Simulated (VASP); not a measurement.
# WC (Qusongite) (P-6m2) in VASP: notebook, part 2 of 2

VASP 6.6.1.

## 3. Single point, PBE+U

Contents of INCAR:

```
SYSTEM = WC
PREC     = Accurate       ! precision mode
ENCUT    = 520            ! plane-wave cutoff, eV
EDIFF    = 1E-7           ! SCF threshold, eV
ISMEAR   = -1             ! smearing method
SIGMA    = 0.05           ! smearing width, eV
LREAL    = .False.        ! projectors in reciprocal space
LASPH    = .True.         ! aspherical terms in the spheres
NELM     = 150            ! most SCF steps
ALGO     = Normal         ! electronic algorithm
ISIF     = 2              ! what is computed and relaxed
LWAVE    = .False.        ! write WAVECAR
LCHARG   = .True.         ! write CHGCAR
LMAXMIX  = 4              ! l up to which the mixer works
LDAU     = .True.         ! DFT+U
LDAUTYPE = 2            
LDAUL    = 2 -1           ! shell
LDAUU    = 1 0            ! U, eV
LDAUJ    = 0 0          
LDAUPRINT= 1            
GGA      = PE             ! functional
LELF     = .True.         ! ELF
LVHAR    = .True.       
NBANDS   = 16             ! bands
```

Contents of KPOINTS:

```
regular mesh
0
Gamma
  10 10 9
  0 0 0
```

Contents of POSCAR:

```
WC
1.0
    2.9231708405      0.0000000000      0.0000000000
   -1.4615854202      2.5315402075      0.0000000000
    0.0000000000      0.0000000000      2.8454377253
W C
1 1
Direct
    0.0000000000      0.0000000000      0.0000000000
    0.6666666667      0.3333333333      0.5000000000
```

Potentials or basis: VASP PAW PBE potentials, release 64 (W_sv, C).

Launch:

```
$ cat potpaw_PBE.64/W_sv/POTCAR potpaw_PBE.64/C/POTCAR > POTCAR
$ mpirun -np 1 vasp_std > vasp.out
```

Wall time 10 s (1 thread of Intel Xeon 6975P-C (Granite Rapids), shared host); peak memory 0.15 GiB.

Results (log left out):

```
Free energy            : -21.3287 eV
Pressure               : 3.0 GPa
Band gap on the k mesh : zero (band 9 reaches 11.59 eV, above the bottom of band 10 at 10.45 eV)
```

Stress tensor (GPa, compression positive):
```
2.75 0.00 0.00
0.00 2.75 0.00
0.00 0.00 3.51
```

Levels at points of the mesh, in eV from the Fermi level:
```tsv
k point	band 5	band 6	band 7	band 8	band 9	band 10	band 11	band 12	band 13	band 14
(0.00, 0.00, 0.00)	-14.40	-4.24	-3.29	-3.29	0.06	3.21	3.21	5.53	5.53	6.19
(0.50, 0.00, 0.00)	-11.09	-7.02	-3.52	-3.51	-0.52	2.35	4.44	4.76	6.77	9.50
```

Eigenvalues of the final occupation matrices:
| site | spin | trace | eigenvalues |
| --- | --- | --- | --- |
| site 1 d | 1 | 1.71 | 0.33 0.33 0.35 0.35 0.36 |
| site 1 d | 2 | 1.71 | 0.33 0.33 0.35 0.35 0.36 |

Caveat: spin-orbit coupling is left out, which moves the levels of the heavy elements; U without spin polarisation on a metal has little footing; the U is typed as a test and isn't derived for this compound.

## 4. Single point, PBE+U

Contents of INCAR:

```
SYSTEM = WC
ALGO = Normal ; EDIFF = 1E-7
ENCUT = 520 ; GGA = PE
ISIF = 2 ; ISMEAR = -1
LASPH = .TRUE. ; LCHARG = .TRUE.
LDAU = .TRUE. ; LDAUJ = 0 0
LDAUL = 2 -1 ; LDAUPRINT = 1
LDAUTYPE = 2 ; LDAUU = 2 0
LELF = .TRUE. ; LMAXMIX = 4
LREAL = .FALSE. ; LVHAR = .TRUE.
LWAVE = .FALSE. ; NBANDS = 16
NELM = 150 ; PREC = Accurate
SIGMA = 0.05
```

Contents of KPOINTS:

```
k-points
0
G
  10 10 9
  0 0 0
```

Contents of POSCAR:

```
WC
1.0
    2.9238404790      0.0000000000      0.0000000000
   -1.4619202395      2.5321201315      0.0000000000
    0.0000000000      0.0000000000      2.8451912899
W C
1 1
Direct
    0.0000000000      0.0000000000      0.0000000000
    0.6666666667      0.3333333333      0.5000000000
```

Launch:

```
$ cat potpaw_PBE.64/W_sv/POTCAR potpaw_PBE.64/C/POTCAR > POTCAR
$ mpirun -np 1 vasp_std > vasp.out
```

Wall time 9 s (1 thread of Intel Xeon 6975P-C (Granite Rapids), shared host); peak memory 0.15 GiB.

The run converged. Its results:

* Free energy: -20.2081 eV
* Pressure: 5.0 GPa
* Band gap on the k mesh: zero (band 9 reaches 11.65 eV, above the bottom of band 10 at 10.54 eV)

Stress tensor (GPa, compression positive):
```
4.54 0.00 0.00
0.00 4.54 0.00
0.00 0.00 5.89
```

Levels at points of the mesh, in eV from the Fermi level:
```csv
k point,band 6,band 7,band 8,band 9,band 10,band 11,band 12,band 13
"(0.00, 0.00, 0.00)",-4.24,-3.29,-3.29,0.02,3.26,3.26,5.51,5.51
"(0.50, 0.00, 0.00)",-7.08,-3.52,-3.50,-0.56,2.39,4.45,4.75,6.76
```

Eigenvalues of the final occupation matrices:
```
    site  spin  trace               eigenvalues
site 1 d     1   1.69  0.32 0.32 0.34 0.34 0.36
site 1 d     2   1.69  0.32 0.32 0.34 0.34 0.36
```

Caveat: spin-orbit coupling is left out, which moves the levels of the heavy elements; U without spin polarisation on a metal has little footing; the U is typed as a test and isn't derived for this compound.

## 5. Single point, PBE+U

Contents of INCAR:

```
SYSTEM = WC
ALGO = Normal
EDIFF = 1E-6
ENCUT = 520
GGA = PE
ISIF = 2
ISMEAR = -1
LASPH = .TRUE.
LCHARG = .FALSE.
LDAU = .TRUE.
LDAUJ = 0 0
LDAUL = 2 -1
LDAUPRINT = 1
LDAUTYPE = 2
LDAUU = 3 0
LMAXMIX = 4
LREAL = .FALSE.
LWAVE = .FALSE.
NBANDS = 16
NELM = 150
PREC = Accurate
SIGMA = 0.05
```

KPOINTS is that of step 4.

Contents of POSCAR:

```
WC
1.0
    2.9246169592      0.0000000000      0.0000000000
   -1.4623084796      2.5327925830      0.0000000000
    0.0000000000      0.0000000000      2.8449120325
W C
1 1
Direct
    0.0000000000      0.0000000000      0.0000000000
    0.6666666667      0.3333333333      0.5000000000
```

Launch:

```
$ cat potpaw_PBE.64/W_sv/POTCAR potpaw_PBE.64/C/POTCAR > POTCAR
$ mpirun -np 1 vasp_std > vasp.out
```

It took 8 s on 1 thread of Intel Xeon 6975P-C (Granite Rapids), shared host; peak memory 0.15 GiB.

It converged, with:

- Free energy: -19.0924 eV
- Pressure: 7.0 GPa
- Band gap on the k mesh: zero (band 9 reaches 11.70 eV, above the bottom of band 10 at 10.64 eV)

Stress tensor (GPa, compression positive):
```
6.35 0.00 0.00
0.00 6.35 0.00
0.00 0.00 8.38
```

Levels at points of the mesh, in eV from the Fermi level:
| k point | band 5 | band 6 | band 7 | band 8 | band 9 | band 10 | band 11 | band 12 | band 13 | band 14 |
| --- | --- | --- | --- | --- | --- | --- | --- | --- | --- | --- |
| (0.00, 0.00, 0.00) | -14.51 | -4.24 | -3.28 | -3.28 | -0.02 | 3.31 | 3.31 | 5.50 | 5.50 | 6.06 |
| (0.50, 0.00, 0.00) | -11.16 | -7.12 | -3.52 | -3.48 | -0.59 | 2.45 | 4.47 | 4.74 | 6.75 | 9.35 |

Eigenvalues of the final occupation matrices:
| site | spin | trace | eigenvalues |
| --- | --- | --- | --- |
| site 1 d | 1 | 1.68 | 0.32 0.32 0.34 0.34 0.36 |
| site 1 d | 2 | 1.68 | 0.32 0.32 0.34 0.34 0.36 |

Caveat: spin-orbit coupling is left out, which moves the levels of the heavy elements; U without spin polarisation on a metal has little footing; the U is typed as a test and isn't derived for this compound.

## 6. Single point, PBE+U

Contents of INCAR:

```
SYSTEM = WC
  ALGO = Normal
  EDIFF = 1E-7
  ENCUT = 520
  GGA = PE
  ISIF = 2
  ISMEAR = -1
  LASPH = .True.
  LCHARG = .True.
  LDAU = .True.
  LDAUJ = 0 0
  LDAUL = 2 -1
  LDAUPRINT = 1
  LDAUTYPE = 2
  LDAUU = 4 0
  LELF = .True.
  LMAXMIX = 4
  LREAL = .False.
  LVHAR = .True.
  LWAVE = .False.
  NBANDS = 16
  NELM = 150
  PREC = Accurate
  SIGMA = 0.05
```

Contents of KPOINTS:

```
k-points
0
Gamma
  10 10 9
  0 0 0
```

Contents of POSCAR:

```
WC
1.0
    2.9254691841      0.0000000000      0.0000000000
   -1.4627345920      2.5335306314      0.0000000000
    0.0000000000      0.0000000000      2.8446330996
W C
1 1
Direct
    0.0000000000      0.0000000000      0.0000000000
    0.6666666667      0.3333333333      0.5000000000
```

Potentials or basis: VASP PAW PBE potentials, release 64 (W_sv, C).

Launch:

```
$ cat potpaw_PBE.64/W_sv/POTCAR potpaw_PBE.64/C/POTCAR > POTCAR
$ mpirun -np 1 vasp_std > vasp.out
```

Run time: 10 s. Hardware: 1 thread of Intel Xeon 6975P-C (Granite Rapids), shared host; peak memory 0.15 GiB.

Results (log left out):

```yaml
Free_energy: -17.9819 eV
Pressure: 9.2 GPa
Band_gap_on_the_k_mesh: zero (band 9 reaches 11.76 eV, above the bottom of band 10 at 10.75 eV)
```

Stress tensor (GPa, compression positive):
```
 8.24  0.00  0.00
 0.00  8.24  0.00
 0.00  0.00 11.00
```

Levels at points of the mesh, in eV from the Fermi level:
| k point | band 5 | band 6 | band 7 | band 8 | band 9 | band 10 | band 11 | band 12 | band 13 | band 14 |
| --- | --- | --- | --- | --- | --- | --- | --- | --- | --- | --- |
| (0.00, 0.00, 0.00) | -14.56 | -4.24 | -3.27 | -3.27 | -0.05 | 3.38 | 3.38 | 5.49 | 5.49 | 5.99 |
| (0.50, 0.00, 0.00) | -11.19 | -7.17 | -3.51 | -3.45 | -0.63 | 2.51 | 4.50 | 4.74 | 6.75 | 9.28 |

Eigenvalues of the final occupation matrices:
```tsv
site	spin	trace	eigenvalues
site 1 d	1	1.66	0.31 0.31 0.34 0.34 0.36
site 1 d	2	1.66	0.31 0.31 0.34 0.34 0.36
```

Caveat: spin-orbit coupling is left out, which moves the levels of the heavy elements; U without spin polarisation on a metal has little footing; the U is typed as a test and isn't derived for this compound.

## 7. The runs side by side

```tsv
level	U	cell	gap on the mesh (eV)	pressure (GPa)
PBE	-	a = 2.923, b = 2.923, c = 2.846 Å, angles 90.0, 90.0, 120.0°, 2 atoms	none	1.1
PBE+U	W d U = 1.0 eV	a = 2.923, b = 2.923, c = 2.845 Å, angles 90.0, 90.0, 120.0°, 2 atoms	none	3.0
PBE+U	W d U = 2.0 eV	a = 2.924, b = 2.924, c = 2.845 Å, angles 90.0, 90.0, 120.0°, 2 atoms	none	5.0
PBE+U	W d U = 3.0 eV	a = 2.925, b = 2.925, c = 2.845 Å, angles 90.0, 90.0, 120.0°, 2 atoms	none	7.0
PBE+U	W d U = 4.0 eV	a = 2.925, b = 2.925, c = 2.845 Å, angles 90.0, 90.0, 120.0°, 2 atoms	none	9.2
```

Alike in all rows: task single point; potentials or basis VASP PAW PBE potentials, release 64 (W_sv, C); no spin polarisation; k mesh 10 × 10 × 9; cutoff (eV) 520; smearing fermi-dirac 0.05 eV.

Every run on the cell as given and a fine mesh finds a metal. The pressure there spans 1.1 GPa (PBE) to 5.0 GPa (PBE+U); a positive pressure means that this level wants a larger cell, a negative one a smaller.

Caveats: spin-orbit coupling is left out, which moves the levels of the heavy elements; U without spin polarisation on a metal has little footing (some runs); the U is typed as a test and isn't derived for this compound (some runs).

Total energies depend on the potentials used, so only differences within one code and one set of settings carry meaning.
